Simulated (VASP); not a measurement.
# ScSiS4 (Cmmm) in VASP: notebook

ScSiS4 is run at these levels: PBE; tasks: single point.

All numbers are computed with VASP 6.6.1; they aren't measurements. Logs are shortened: lines on timing, memory, paths and dates and some standing lists are left out, and cuts for length are marked.

## Step 1: The cell of the first run

The structure is orthorhombic, space group Cmmm (No. 65). Conventional cell: a = 5.741 Å, b = 6.789 Å, c = 5.736 Å, α = 90.00°, β = 90.00°, γ = 90.00°. Sc (site symmetry mmm) has 10 S at 2.71 to 2.95 Å within 3.6 Å. Within 3.6 Å of Si (site symmetry mmm) lie 10 S at 2.71 to 2.95 Å. S (site symmetry m2m) has 1 S at 1.37 Å within 1.8 Å. Within 1.8 Å of S (site symmetry m2m) lie 1 S at 1.36 Å.

## Step 2: Single point, PBE

INCAR reads:

```
ALGO     = Normal         # electronic algorithm
EDIFF    = 1E-7           # SCF threshold, eV
ENCUT    = 520            # plane-wave cutoff, eV
GGA      = PE             # functional
ISIF     = 2              # what is computed and relaxed
ISMEAR   = 0              # smearing method
LASPH    = True           # aspherical terms in the spheres
LCHARG   = False          # write CHGCAR
LREAL    = False          # projectors in reciprocal space
LWAVE    = False          # write WAVECAR
NBANDS   = 28             # bands
NELM     = 60             # most SCF steps
PREC     = Accurate       # precision mode
SIGMA    = 0.1            # smearing width, eV
```

KPOINTS reads:

```
k-points
0
Gamma
  4 4 4
```

POSCAR reads:

```
ScSiS4
1.0
    2.8704653400     -3.3946585100      0.0000000000
    2.8704653400      3.3946585100      0.0000000000
    0.0000000000      0.0000000000      5.7359170100
Sc Si S
1 1 4
Direct
    0.0000000000      0.0000000000      0.0000000000
    0.5000000000      0.5000000000      0.5000000000
    0.6010839900      0.3989160100      0.0000000000
    0.1004089900      0.8995910100      0.5000000000
    0.8995910100      0.1004089900      0.5000000000
    0.3989160100      0.6010839900      0.0000000000
```

Potentials or basis: VASP PAW PBE potentials, release 64 (Sc_sv, Si, S).

Run with:

```sh
$ cat potpaw_PBE.64/Sc_sv/POTCAR potpaw_PBE.64/Si/POTCAR potpaw_PBE.64/S/POTCAR > POTCAR
$ mpirun -np 1 vasp_std > vasp.out
```

OUTCAR:

```text
EDIFF = 1E-7
   ENCUT = 520
   GGA = PE
   ISIF = 2
   ISMEAR = 0
   LASPH = True
   LREAL = False
   NELM = 60
   PREC = Accurate

 ion  position               nearest neighbor table
   1  0.000  0.000  0.000-   3 2.71   6 2.71   5 2.95   4 2.95   4 2.95   5 2.95   3 2.95   6 2.95
                             3 2.95   6 2.95
   2  0.500  0.500  0.500-   4 2.71   5 2.71   3 2.95   6 2.95   3 2.95   6 2.95   4 2.95   5 2.95
                             4 2.95   5 2.95
   3  0.601  0.399  0.000-   6 1.37   1 2.71   2 2.95   2 2.95   1 2.95   1 2.95
   4  0.100  0.900  0.500-   5 1.36   2 2.71   1 2.95   1 2.95   2 2.95   2 2.95
   5  0.900  0.100  0.500-   4 1.36   2 2.71   1 2.95   1 2.95   2 2.95   2 2.95
   6  0.399  0.601  0.000-   3 1.37   1 2.71   2 2.95   2 2.95   1 2.95   1 2.95

 -----------------------------------------------------------------------------
|                                                                             |
|           W    W    AA    RRRRR   N    N  II  N    N   GGGG   !!!           |
|           W    W   A  A   R    R  NN   N  II  NN   N  G    G  !!!           |
|           W    W  A    A  R    R  N N  N  II  N N  N  G       !!!           |
|           W WW W  AAAAAA  RRRRR   N  N N  II  N  N N  G  GGG   !            |
|           WW  WW  A    A  R   R   N   NN  II  N   NN  G    G                |
|           W    W  A    A  R    R  N    N  II  N    N   GGGG   !!!           |
|                                                                             |
|     The distance between some ions is very small. Please check the          |
|     nearest-neighbor list in the OUTCAR file.                               |
|     I HOPE YOU KNOW WHAT YOU ARE DOING!                                     |
|                                                                             |
 -----------------------------------------------------------------------------

  LATTYP: Found a base centered orthorhombic cell.
 ALAT       =     5.7409306800
 B/A-ratio  =     1.1826160946
 C/A-ratio  =     0.9991266799

  Lattice vectors:

 A1 = (   2.8704653400,  -3.3946585100,   0.0000000000)
 A2 = (   2.8704653400,   3.3946585100,   0.0000000000)
 A3 = (   0.0000000000,   0.0000000000,   5.7359170100)

Analysis of symmetry for initial positions (statically):
=====================================================================
 Subroutine PRICEL returns:
 Original cell was already a primitive cell.

 Routine SETGRP: Setting up the symmetry group for a
 base centered orthorhombic supercell.

 Subroutine GETGRP returns: Found  8 space group operations
 (whereof  8 operations were pure point group operations)
 out of a pool of  8 trial point group operations.

The static configuration has the point symmetry D_2h.

Analysis of symmetry for dynamics (positions and initial velocities):
=====================================================================
 Subroutine PRICEL returns:
 Original cell was already a primitive cell.

 Routine SETGRP: Setting up the symmetry group for a
 base centered orthorhombic supercell.

 Subroutine GETGRP returns: Found  8 space group operations
 (whereof  8 operations were pure point group operations)
 out of a pool of  8 trial point group operations.

The dynamic configuration has the point symmetry D_2h.

 Subroutine INISYM returns: Found  8 space group operations
 (whereof  8 operations are pure point group operations),
 and found     1 'primitive' translations

----------------------------------------------------------------------------------------

                                     Primitive cell

  volume of cell :     111.7844

  direct lattice vectors                    reciprocal lattice vectors
     2.870465340 -3.394658510  0.000000000     0.174187785 -0.147290220  0.000000000
     2.870465340  3.394658510  0.000000000     0.174187785  0.147290220  0.000000000
     0.000000000  0.000000000  5.735917010     0.000000000  0.000000000  0.174340040

  length of vectors
     4.445590812  4.445590812  5.735917010     0.228113554  0.228113554  0.174340040

  position of ions in fractional coordinates (direct lattice)
     0.000000000  0.000000000  0.000000000
     0.500000000  0.500000000  0.500000000
     0.601083990  0.398916010  0.000000000
     0.100408990  0.899591010  0.500000000
     0.899591010  0.100408990  0.500000000
     0.398916010  0.601083990  0.000000000

  ion indices of the primitive-cell ions
   primitive index   ion index
                 1           1
                 2           2
                 3           3
                 4           4
                 5           5
                 6           6

----------------------------------------------------------------------------------------

 KPOINTS: k-points

Automatic generation of k-mesh.
 Grid dimensions read from file:
 generate k-points for:    4    4    4

 Generating k-lattice:

  Cartesian coordinates                     Fractional coordinates (reciprocal lattice)
     0.043546946 -0.036822555  0.000000000     0.250000000  0.000000000  0.000000000
     0.043546946  0.036822555  0.000000000     0.000000000  0.250000000  0.000000000
     0.000000000  0.000000000  0.043585010     0.000000000  0.000000000  0.250000000

  Length of vectors
     0.057028389  0.057028389  0.043585010

  Shift w.r.t. Gamma in fractional coordinates (k-lattice)
     0.000000000  0.000000000  0.000000000

 Subroutine IBZKPT returns following result:
 ===========================================

 Found     21 irreducible k-points:

 Following reciprocal coordinates:
            Coordinates               Weight
  0.000000  0.000000  0.000000      1.000000
  0.250000  0.000000  0.000000      4.000000
  0.500000  0.000000  0.000000      2.000000
  0.250000  0.250000  0.000000      2.000000
  0.500000  0.250000  0.000000      4.000000
 -0.250000  0.250000  0.000000      2.000000
[... 13 lines left out ...]
 -0.250000  0.250000  0.500000      2.000000
  0.500000  0.500000  0.500000      1.000000
   k-points           NKPTS =     21   k-points in BZ     NKDIM =     21   number of bands    NBANDS=     28
   number of dos      NEDOS =    301   number of ions     NIONS =      6
   total plane-waves  NPLWV =  62208
   dimension x,y,z NGX =    36 NGY =   36 NGZ =   48
   dimension x,y,z NGXF=    72 NGYF=   72 NGZF=   96
   ions per type =               1   1   4
   NGX,Y,Z   is equivalent  to a cutoff of  13.46, 13.46, 13.91 a.u.
   NGXF,Y,Z  is equivalent  to a cutoff of  26.92, 26.92, 27.82 a.u.
 SYSTEM =  unknown system
   PREC   = accura    normal or accurate (medium, high low for compatibility)
   ISTART =      0    job   : 0-new  1-cont  2-samecut
   ICHARG =      2    charge: 1-file 2-atom 10-const
   ISPIN  =      1    spin polarized calculation?
   LNONCOLLINEAR =      F non collinear calculations
   LSORBIT =      F    spin-orbit coupling
   LASPH  =      T    aspherical Exc in radial PAW
   ENCUT  =  520.0 eV  38.22 Ry    6.18 a.u.   8.27  8.27 10.67*2*pi/ulx,y,z
   NELM   =     60;   NELMIN=  2; NELMDL= -5     # of ELM steps
   EDIFF  = 0.1E-06   stopping-criterion for ELM
   LREAL  =      F    real-space projection
   EDIFFG = 0.1E-05   stopping-criterion for IOM
   NSW    =      0    number of steps for IOM
   IBRION =     -1    ionic relax: 0-MD 1-quasi-New 2-CG
   NFREE  =      0    steps in history (QN), initial steepest desc. (CG)
   ISIF   =      2    stress and relaxation
   ISYM   =      2    0-nonsym 1-usesym 2-fastsym
   POTIM  = 0.5000    time-step for ionic-motion
   TEBEG  =    0.0;   TEEND  =   0.0 temperature during run
   PSTRESS=    0.0 pullay stress
   NELECT =      39.0000    total number of electrons
   NUPDOWN=      -1.0000    fix difference up-down
   EMIN   =  10.00;   EMAX   =-10.00  energy-range for DOS
   EFERMI =   0.00;   METHOD = LEGACY
   ISMEAR =     0;   SIGMA  =   0.10  broadening in eV -4-tet -1-fermi 0-gaus
   EFERMI_NEDOS =   21; number of points for ismear=-14 and -15
   IALGO  =     38    algorithm
   IMIX   =      4    mixing-type and parameters
     AMIX     =   0.40;   BMIX     =  1.00
     AMIX_MAG =   1.60;   BMIX_MAG =  1.00
  volume/ion in A,a.u.               =      18.63       125.73
  Fermi-wavevector in a.u.,A,eV,Ry     =   1.152487  2.177884 18.071608  1.328226
  Thomas-Fermi vector in A             =   2.289137
   LORBIT       =      0    0 simple, 1 ext, 2 COOP (PROOUT), +10 PAW based schemes
   GGA     = PE    functional components
   LHFCALC =     F    Hartree Fock is set to
   AEXX    =    0.0000 exact exchange contribution
   IVDW    =     0    specifies the selected vdW correction
   LEPSILON=     F    determine dielectric tensor
   LRPA    =     F    only Hartree local field effects (RPA)
 non-spin polarized calculation
 Gauss-broadening in eV      SIGMA  =   0.10
  energy-cutoff  :      520.00
  volume of cell :      111.78
 maximum number of plane-waves:      3039
 NGX is ok and might be reduce to    36
   NGX = 17   NGY = 17   NGZ = 21

 number of electron      38.9999996 magnetization

 Free energy of the ion-electron system (eV)
  ---------------------------------------------------
  ext. energy  EPLUGINS =         0.00000000
  ---------------------------------------------------
  free energy    TOTEN  =         0.16600188 eV

  energy without entropy =        0.20582140  energy(sigma->0) =        0.18591164

 E-fermi :   6.8486     XC(G=0): -10.0318

 val. band max:        6.8458360562   @ k =   0.2500   0.0000   0.5000
 cond. band min:       6.8522113193   @ k =  -0.2500   0.2500   0.5000
 fundamental gap:      0.0063752631
 Fermi energy:         6.8485541794

 k-point     1 :       0.0000    0.0000    0.0000
  band No.  band energies     occupation
      1     -43.9428      2.00000
      2     -22.6140      2.00000
      3     -22.6027      2.00000
      4     -22.5608      2.00000
      5     -14.8275      2.00000
      6     -14.5098      2.00000
[... 20 lines left out ...]
     27       9.8703      0.00000
     28      10.2689      0.00000
[... 590 lines left out ...]
 k-point    21 :       0.5000    0.5000    0.5000
  band No.  band energies     occupation
      1     -43.9421      2.00000
      2     -22.6211      2.00000
      3     -22.6058      2.00000
      4     -22.5729      2.00000
      5     -14.7103      2.00000
      6     -14.4216      2.00000
[... 20 lines left out ...]
     27       9.0387      0.00000
     28       9.9117      0.00000

------------------------ aborting loop because EDIFF is reached ----------------------------------------

  FORCE on cell =-STRESS in cart. coord.  units (eV):
  Direction    XX          YY          ZZ          XY          YZ          ZX
  --------------------------------------------------------------------------------------
  -------------------------------------------------------------------------------------
  Total       -0.8417791    188.0407551     -1.5002941      0.0000000      0.0000000      0.0000000
  in kB      -12.0650042   2695.1399054    -21.5033310      0.0000000      0.0000000      0.0000000
  external PRESSURE =     887.1905234 kB  Pullay stress =       0.0000000 kB

 VOLUME and BASIS-vectors are now :
 -----------------------------------------------------------------------------
  energy-cutoff  :      520.00
  volume of cell :      111.78
      direct lattice vectors                 reciprocal lattice vectors
     2.870465340 -3.394658510  0.000000000     0.174187785 -0.147290220  0.000000000
     2.870465340  3.394658510  0.000000000     0.174187785  0.147290220  0.000000000
     0.000000000  0.000000000  5.735917010     0.000000000  0.000000000  0.174340040

 POSITION                                       TOTAL-FORCE (eV/Angst)
 -----------------------------------------------------------------------------------
      0.00000      0.00000      0.00000         0.000000      0.000000     -0.000000
      2.87047      0.00000      2.86796        -0.000000      0.000000     -0.000000
      2.87047     -0.68629      0.00000         0.000000    -67.958675     -0.000000
      2.87047      2.71295      2.86796         0.000000    -70.330593      0.000000
      2.87047     -2.71295      2.86796         0.000000     70.330593     -0.000000
      2.87047      0.68629      0.00000         0.000000     67.958675      0.000000
 -----------------------------------------------------------------------------------
    total drift:                               -0.000000     -0.000000      0.000000

  FREE ENERGIE OF THE ION-ELECTRON SYSTEM (eV)
  ---------------------------------------------------
  free  energy   TOTEN  =         0.1660018841 eV

  energy  without entropy=        0.2058214008  energy(sigma->0) =        0.18591164
```

Run time: 73 s. Hardware: 1 thread of Intel Xeon 6975P-C, shared host; peak memory 0.27 GiB.

What came out:

```
Free energy   : 0.1660 eV
Pressure      : 88.7 GPa
Largest force : 70.331 eV/Å
```

Forces on the atoms (eV/Å):
```
Sc    0.000   0.000   0.000
Si    0.000   0.000   0.000
S     0.000 -67.959   0.000
S     0.000 -70.331   0.000
S     0.000  70.331   0.000
S     0.000  67.959   0.000
```

Levels at points of the mesh, in eV from the Fermi level:
```
           k point  band 16  band 17  band 18  band 19  band 20  band 21  band 22  band 23  band 24  band 25
(0.00, 0.00, 0.00)    -3.58    -1.94    -1.52    -0.15    -0.02     0.19     0.23     0.72     1.53     1.95
(0.50, 0.00, 0.00)    -1.78    -1.05    -1.02    -0.76    -0.46     0.26     0.44     0.90     1.21     1.74
(0.50, 0.50, 0.00)    -3.41    -0.81     0.20     0.29     0.43     1.20     1.31     1.38     1.59     1.83
(0.00, 0.00, 0.50)    -3.33    -2.00    -1.19    -0.80    -0.30     0.06     0.43     0.50     1.91     2.09
(0.50, 0.00, 0.50)    -1.42    -1.28    -0.85    -0.82     0.23     0.32     0.52     0.64     0.91     1.20
(0.50, 0.50, 0.50)    -1.66    -1.06    -0.75    -0.07     0.32     0.36     0.85     1.38     1.73     1.77
```

Caveat: forces of over 1 eV/Å act on the atoms, so gaps and moduli don't describe the material at rest.

(Part 1 of 2 ends here.)
